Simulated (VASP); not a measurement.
# Ga3S2 (P6/mmm) in VASP: notebook

Ga3S2 is run at these levels: PBE; tasks: relaxation of cell and atoms, single point.

Everything below comes from runs of VASP 6.6.1. Logs are shortened: lines on timing, memory, paths and dates and some standing lists are left out, and cuts for length are marked.

## Step 1: The cell of the first run

The structure is hexagonal, space group P6/mmm (No. 191). The conventional cell has a = 4.002 Å, b = 4.002 Å, c = 8.618 Å, α = 90.00°, β = 90.00°, γ = 120.00°. Within 3.1 Å of Ga (site symmetry -6m2) lie 6 Ga at 2.31 Å. Within 3.1 Å of Ga (site symmetry 6/mmm) lie 6 Ga at 2.31 Å. Within 3.1 Å of S (site symmetry -6m2) lie 3 S at 2.31 Å.

The cell was generated, and may not be a known phase.

## Step 2: Relaxation of cell and atoms, PBE

The input, INCAR:

```
PREC     = Accurate       # precision mode
ENCUT    = 600            # plane-wave cutoff, eV
EDIFF    = 1E-7           # SCF threshold, eV
ISMEAR   = 0              # smearing method
SIGMA    = 0.1            # smearing width, eV
LREAL    = False          # projectors in reciprocal space
LASPH    = True           # aspherical terms in the spheres
NELM     = 100            # most SCF steps
ALGO     = Normal         # electronic algorithm
ISIF     = 3              # what is computed and relaxed
LWAVE    = False          # write WAVECAR
LCHARG   = False          # write CHGCAR
GGA      = PE             # functional
IBRION   = 2              # ionic algorithm
NSW      = 90             # ionic steps
EDIFFG   = -0.04          # ionic threshold
```

The input, KPOINTS:

```
regular mesh
0
Gamma
  6 6 2
```

The input, POSCAR:

```
Ga3S2
1.0
    4.0021492200      0.0000000000      0.0000000000
   -2.0010746100      3.4659628900      0.0000000000
    0.0000000000      0.0000000000      8.6178574300
Ga S
3 2
Direct
    0.3333333300      0.6666666700      0.5000000000
    0.6666666700      0.3333333300      0.5000000000
    0.0000000000      0.0000000000      0.5000000000
    0.3333333300      0.6666666700      0.0000000000
    0.6666666700      0.3333333300      0.0000000000
```

Potentials or basis: VASP PAW PBE potentials, release 64 (Ga_d, S).

On the command line:

```bash
cat potpaw_PBE.64/Ga_d/POTCAR potpaw_PBE.64/S/POTCAR > POTCAR
mpirun -np 1 vasp_std > vasp.out
```

OUTCAR:

```text
PREC = Accurate
   ENCUT = 600
   EDIFF = 1E-7
   ISMEAR = 0
   LREAL = False
   LASPH = True
   NELM = 100
   ISIF = 3
   GGA = PE
   IBRION = 2
   NSW = 90
   EDIFFG = -0.04

 ion  position               nearest neighbor table
   1  0.333  0.667  0.500-   2 2.31   3 2.31   2 2.31   3 2.31   3 2.31   2 2.31
   2  0.667  0.333  0.500-   1 2.31   3 2.31   1 2.31   3 2.31   3 2.31   1 2.31
   3  0.000  0.000  0.500-   1 2.31   2 2.31   1 2.31   2 2.31   2 2.31   1 2.31
   4  0.333  0.667  0.000-   5 2.31   5 2.31   5 2.31
   5  0.667  0.333  0.000-   4 2.31   4 2.31   4 2.31

  LATTYP: Found a hexagonal cell.
 ALAT       =     4.0021492200
 C/A-ratio  =     2.1533073747

  Lattice vectors:

 A1 = (   4.0021492200,   0.0000000000,   0.0000000000)
 A2 = (  -2.0010746100,   3.4659628900,   0.0000000000)
 A3 = (   0.0000000000,   0.0000000000,   8.6178574300)

Analysis of symmetry for initial positions (statically):
=====================================================================
 Subroutine PRICEL returns:
 Original cell was already a primitive cell.

 Routine SETGRP: Setting up the symmetry group for a
 hexagonal supercell.

 Subroutine GETGRP returns: Found 24 space group operations
 (whereof 24 operations were pure point group operations)
 out of a pool of 24 trial point group operations.

The static configuration has the point symmetry D_6h.

Analysis of symmetry for dynamics (positions and initial velocities):
=====================================================================
 Subroutine PRICEL returns:
 Original cell was already a primitive cell.

 Routine SETGRP: Setting up the symmetry group for a
 hexagonal supercell.

 Subroutine GETGRP returns: Found 24 space group operations
 (whereof 24 operations were pure point group operations)
 out of a pool of 24 trial point group operations.

The dynamic configuration has the point symmetry D_6h.

 Subroutine INISYM returns: Found 24 space group operations
 (whereof 24 operations are pure point group operations),
 and found     1 'primitive' translations

----------------------------------------------------------------------------------------

                                     Primitive cell

  volume of cell :     119.5409

  direct lattice vectors                    reciprocal lattice vectors
     4.002149220  0.000000000  0.000000000     0.249865746  0.144260056  0.000000000
    -2.001074610  3.465962890  0.000000000     0.000000000  0.288520112  0.000000000
[... 73 lines left out ...]
   ICHARG =      2    charge: 1-file 2-atom 10-const
   ISPIN  =      1    spin polarized calculation?
   LNONCOLLINEAR =      F non collinear calculations
   LSORBIT =      F    spin-orbit coupling
   LASPH  =      T    aspherical Exc in radial PAW
   ENCUT  =  600.0 eV  44.10 Ry    6.64 a.u.   7.99  7.99 17.21*2*pi/ulx,y,z
   NELM   =    100;   NELMIN=  2; NELMDL= -5     # of ELM steps
   EDIFF  = 0.1E-06   stopping-criterion for ELM
   LREAL  =      F    real-space projection
   EDIFFG = -.4E-01   stopping-criterion for IOM
   NSW    =     90    number of steps for IOM
   IBRION =      2    ionic relax: 0-MD 1-quasi-New 2-CG
   NFREE  =      1    steps in history (QN), initial steepest desc. (CG)
   ISIF   =      3    stress and relaxation
   ISYM   =      2    0-nonsym 1-usesym 2-fastsym
   POTIM  = 0.5000    time-step for ionic-motion
   TEBEG  =    0.0;   TEEND  =   0.0 temperature during run
   PSTRESS=    0.0 pullay stress
   NELECT =      51.0000    total number of electrons
   NUPDOWN=      -1.0000    fix difference up-down
   EMIN   =  10.00;   EMAX   =-10.00  energy-range for DOS
   EFERMI =   0.00;   METHOD = LEGACY
   ISMEAR =     0;   SIGMA  =   0.10  broadening in eV -4-tet -1-fermi 0-gaus
   EFERMI_NEDOS =   21; number of points for ismear=-14 and -15
   IALGO  =     38    algorithm
   IMIX   =      4    mixing-type and parameters
     AMIX     =   0.40;   BMIX     =  1.00
     AMIX_MAG =   1.60;   BMIX_MAG =  1.00
  volume/ion in A,a.u.               =      23.91       161.34
  Fermi-wavevector in a.u.,A,eV,Ry     =   1.232422  2.328940 20.665394  1.518864
  Thomas-Fermi vector in A             =   2.367193
   LORBIT       =      0    0 simple, 1 ext, 2 COOP (PROOUT), +10 PAW based schemes
   GGA     = PE    functional components
   LHFCALC =     F    Hartree Fock is set to
   AEXX    =    0.0000 exact exchange contribution
   IVDW    =     0    specifies the selected vdW correction
   LEPSILON=     F    determine dielectric tensor
   LRPA    =     F    only Hartree local field effects (RPA)
 conjugate gradient relaxation of ions
 non-spin polarized calculation
 Gauss-broadening in eV      SIGMA  =   0.10
  energy-cutoff  :      600.00
  volume of cell :      119.54
 maximum number of plane-waves:      4006
 NGX is ok and might be reduce to    32
   NGX = 15   NGY = 15   NGZ = 35

--------------------------------------- Ionic step        1  -------------------------------------------

 number of electron      50.9999987 magnetization

 Free energy of the ion-electron system (eV)
  ---------------------------------------------------
  ext. energy  EPLUGINS =         0.00000000
  ---------------------------------------------------
  free energy    TOTEN  =       -11.55584806 eV

  energy without entropy =      -11.53308022  energy(sigma->0) =      -11.54446414

------------------------ aborting loop because EDIFF is reached ----------------------------------------

  FORCE on cell =-STRESS in cart. coord.  units (eV):
  Direction    XX          YY          ZZ          XY          YZ          ZX
  --------------------------------------------------------------------------------------
  -------------------------------------------------------------------------------------
  Total       20.5200252     20.5200252     -0.3716022      0.0000000      0.0000000      0.0000000
  in kB      275.0248786    275.0248779     -4.9804931      0.0000000      0.0000000      0.0000000
  external PRESSURE =     181.6897545 kB  Pullay stress =       0.0000000 kB
[... 1039 lines left out ...]
     29       8.4710      0.00000
     30       8.4710      0.00000

[... ionic steps 4 to 30 ...]

--------------------------------------- Ionic step       31  -------------------------------------------

 number of electron      50.9999988 magnetization

------------------------ aborting loop because EDIFF is reached ----------------------------------------
[... 73 lines left out ...]
--------------------------------------- Ionic step       33  -------------------------------------------

 number of electron      50.9999989 magnetization

 Free energy of the ion-electron system (eV)
  ---------------------------------------------------
  ext. energy  EPLUGINS =         0.00000000
  ---------------------------------------------------
  free energy    TOTEN  =       -16.53929985 eV

  energy without entropy =      -16.52559658  energy(sigma->0) =      -16.53244821

 E-fermi :   2.9682     XC(G=0):  -9.2142

 val. band max:        2.9424230787   @ k =   0.0000   0.0000   0.5000
 cond. band min:       3.0061068000   @ k =   0.3333   0.3333   0.5000
 fundamental gap:      0.0636837213
 Fermi energy:         2.9681671361
[... 492 lines left out ...]
  FREE ENERGIE OF THE ION-ELECTRON SYSTEM (eV)
  ---------------------------------------------------
  free  energy   TOTEN  =       -16.5392998492 eV

  energy  without entropy=      -16.5255965776  energy(sigma->0) =      -16.53244821

 reached required accuracy - stopping structural energy minimisation
```

OSZICAR:

```text
N       E                     dE             d eps       ncg     rms          rms(c)
DAV:   1     0.472855308749E+03    0.47286E+03   -0.26972E+04   882   0.279E+03
DAV:   2     0.571482044496E+02   -0.41571E+03   -0.40492E+03   884   0.651E+02
DAV:   3    -0.837073141019E+01   -0.65519E+02   -0.63367E+02  1000   0.181E+02
DAV:   4    -0.120915168296E+02   -0.37208E+01   -0.36710E+01  1040   0.442E+01
[... 466 lines left out ...]
DAV:   5    -0.165393027707E+02    0.79032E-04   -0.46335E-04   884   0.199E-01    0.240E-02
DAV:   6    -0.165393011778E+02    0.15929E-05   -0.29054E-05  1104   0.472E-02    0.141E-02
DAV:   7    -0.165392999592E+02    0.12186E-05   -0.67393E-06  1064   0.227E-02    0.263E-03
DAV:   8    -0.165392998416E+02    0.11755E-06   -0.55898E-07   984   0.785E-03    0.105E-03
DAV:   9    -0.165392998492E+02   -0.75934E-08   -0.66106E-08   484   0.192E-03
  33 F= -.16539300E+02 E0= -.16532448E+02  d E =-.262319E-02
```

CONTCAR:

```text
Ga3S2
   1.00000000000000
     5.5912426325842688   -0.0000000000000000   -0.0000000000000000
    -2.7956213162921344    4.8421581481177851    0.0000000000000000
     0.0000000000000000   -0.0000000000000000    4.5057479993721614
  Ga              S
     3     2
Direct
     0.3333333300000021    0.6666666699999979    0.5000000000000000
     0.6666666699999979    0.3333333300000021    0.5000000000000000
     0.0000000000000000    0.0000000000000000    0.5000000000000000
     0.3333333300000021    0.6666666699999979    0.0000000000000000
     0.6666666699999979    0.3333333300000021    1.0000000000000000

  0.00000000E+00  0.00000000E+00  0.00000000E+00
  0.00000000E+00  0.00000000E+00  0.00000000E+00
  0.00000000E+00  0.00000000E+00  0.00000000E+00
  0.00000000E+00  0.00000000E+00  0.00000000E+00
  0.00000000E+00  0.00000000E+00  0.00000000E+00
```

Run time: 23 min. Hardware: 1 thread of AMD EPYC 7R13 (Zen 3), shared host; peak memory 0.26 GiB.

What came out:

- Free energy: -16.5393 eV
- Relaxed volume: 24.40 Å³/atom
- Relaxed cell: a = 5.591 Å, b = 5.591 Å, c = 4.506 Å, α = 90.00°, β = 90.00°, γ = 120.00°
- Space group after relaxing (to 0.1 Å): P6/mmm (No. 191)
- Energy gained by relaxing: 996.7 meV/atom
- Ionic steps: 33
- Pressure after relaxing: 0.0 GPa
- Band gap on the k mesh: zero (an odd number of electrons rules out a gap without spin polarisation)

Step by step:
```
step  energy change (eV)  largest force (eV/Å)  pressure (GPa)  volume (Å³)
   1              0.0000                0.0000           18.17       119.54
   2             -1.4576                0.0000           -3.34       170.95
   3             -1.7449                0.0000           -0.28       147.43
   4             -1.7450                0.0000           -0.34       148.01
   5             -1.7449                0.0000           -0.41       148.61
   6             -1.7557                0.0000           -0.39       147.27
   7             -1.7968                0.0000           -0.07       143.24
   8             -1.9207                0.0000           -0.08       135.15
   9             -2.3513                0.0000            0.51       118.88
  10             -3.6379                0.0000           12.85        85.97
  11             -3.6121                0.0000            6.74        91.88
  12             -3.6588                0.0000           10.26        87.92
  13             -3.6583                0.0000            9.10        89.15
  14             -3.7480                0.0000            8.05        90.21
  15             -3.9818                0.0000            5.37        93.40
  16             -4.2942                0.0000            0.71        99.96
  17             -4.3676                0.0000           -4.46       113.70
  18             -4.3944                0.0000           -3.47       109.84
  19             -4.5103                0.0000           -2.84       109.14
  20             -4.7534                0.0000            0.73       106.68
  21             -2.6553                0.0000           22.76       100.04
  22             -4.7790                0.0000            1.56       106.29
  23             -4.7505                0.0000            6.02       104.55
  24             -4.8031                0.0000            2.88       105.74
  25             -4.8017                0.0000            4.23       105.19
  26             -4.8068                0.0000            3.55       105.46
  27             -4.8409                0.0000            4.62       108.93
  28             -4.8464                0.0000            4.26       108.02
  29             -4.9542                0.0000            1.63       114.95
  30             -4.9796                0.0000           -0.50       122.64
  31             -4.9808                0.0000           -0.23       121.47
  32             -4.9808                0.0000           -0.17       121.19
  33             -4.9835                0.0000            0.00       121.99
```

Final structure:
```xyz
5
Lattice="5.5912 0.0000 0.0000 -2.7956 4.8422 0.0000 0.0000 0.0000 4.5057" Properties=species:S:1:pos:R:3 pbc="T T T"
Ga    0.0000    3.2281    2.2529
Ga    2.7956    1.6141    2.2529
Ga    0.0000    0.0000    2.2529
S     0.0000    3.2281    0.0000
S     2.7956    1.6141    4.5057
```

Levels at points of the mesh, in eV from the Fermi level:
| k point | band 23 | band 24 | band 25 | band 26 | band 27 | band 28 | band 29 | band 30 |
| --- | --- | --- | --- | --- | --- | --- | --- | --- |
| (0.00, 0.00, 0.00) | -2.40 | -1.79 | -1.79 | -0.94 | 1.87 | 1.87 | 2.47 | 2.47 |
| (0.50, 0.00, 0.00) | -2.20 | -2.00 | -1.23 | -0.53 | 0.75 | 2.83 | 3.47 | 4.28 |
| (0.00, 0.00, 0.50) | -0.70 | -0.70 | -0.03 | -0.03 | 0.24 | 0.24 | 1.07 | 2.81 |
| (0.50, 0.00, 0.50) | -1.56 | -0.85 | -0.06 | 0.85 | 1.94 | 2.01 | 4.37 | 4.45 |

Caveat: the k points lie up to 0.70 Å⁻¹ apart in the final cell, too coarse for converged energies and pressures of a metal; a cell axis changed by over 15 % at a fixed basis, so the end point is rough.

## Step 3: Single point, PBE

This run uses another cell than the first one, of 20.28 Å³/atom.

The input, INCAR:

```
SYSTEM = Ga3S2
ALGO = Normal ; EDIFF = 1E-6
ENCUT = 520 ; GGA = PE
ISIF = 2 ; ISMEAR = 0
LASPH = .True. ; LCHARG = .True.
LELF = .True. ; LREAL = .False.
LVHAR = .True. ; LWAVE = .False.
NBANDS = 34 ; NELM = 60
PREC = Accurate ; SIGMA = 0.1
```

The input, KPOINTS:

```
k-points
0
Gamma
  12 12 8
  0 0 0
```

The input, POSCAR:

```
Ga3S2
1.0
    4.8377085840      0.0000000000      0.0000000000
   -2.4188542920      4.1895785299      0.0000000000
    0.0000000000      0.0000000000      5.0018039701
Ga S
3 2
Direct
    0.3333333333      0.6666666667      0.5000000000
    0.6666666667      0.3333333333      0.5000000000
    0.0000000000      0.0000000000      0.5000000000
    0.3333333333      0.6666666667      0.0000000000
    0.6666666667      0.3333333333      0.0000000000
```

Potentials or basis: VASP PAW PBE potentials, release 64 (Ga_d, S).

On the command line:

```bash
cat potpaw_PBE.64/Ga_d/POTCAR potpaw_PBE.64/S/POTCAR > POTCAR
mpirun -np 1 vasp_std > vasp.out
```

Run time: 3.8 min. Hardware: 1 thread of AMD EPYC 7R13 (Zen 3), shared host; peak memory 0.35 GiB.

It converged, with:

| Item | Value |
| --- | --- |
| Free energy | -16.0303 eV |
| Pressure | 0.0 GPa |
| Band gap on the k mesh | zero (an odd number of electrons rules out a gap without spin polarisation) |

Levels at points of the mesh, in eV from the Fermi level:
| k point | band 21 | band 22 | band 23 | band 24 | band 25 | band 26 | band 27 | band 28 | band 29 | band 30 |
| --- | --- | --- | --- | --- | --- | --- | --- | --- | --- | --- |
| (0.00, 0.00, 0.00) | -4.06 | -2.76 | -1.52 | -1.52 | -1.38 | -0.47 | 0.85 | 0.85 | 1.40 | 1.40 |
| (0.50, 0.00, 0.00) | -4.70 | -3.88 | -3.18 | -1.83 | -1.31 | -0.33 | 0.79 | 1.86 | 5.04 | 5.17 |
| (0.00, 0.00, 0.50) | -3.68 | -2.84 | -0.51 | -0.51 | -0.45 | -0.45 | -0.21 | -0.21 | 0.37 | 0.79 |
| (0.50, 0.00, 0.50) | -4.21 | -3.37 | -2.76 | -0.38 | -0.20 | 0.96 | 1.45 | 2.11 | 2.93 | 4.70 |

The gap in the log of VASP goes by the Fermi energy; the results here count the filled bands.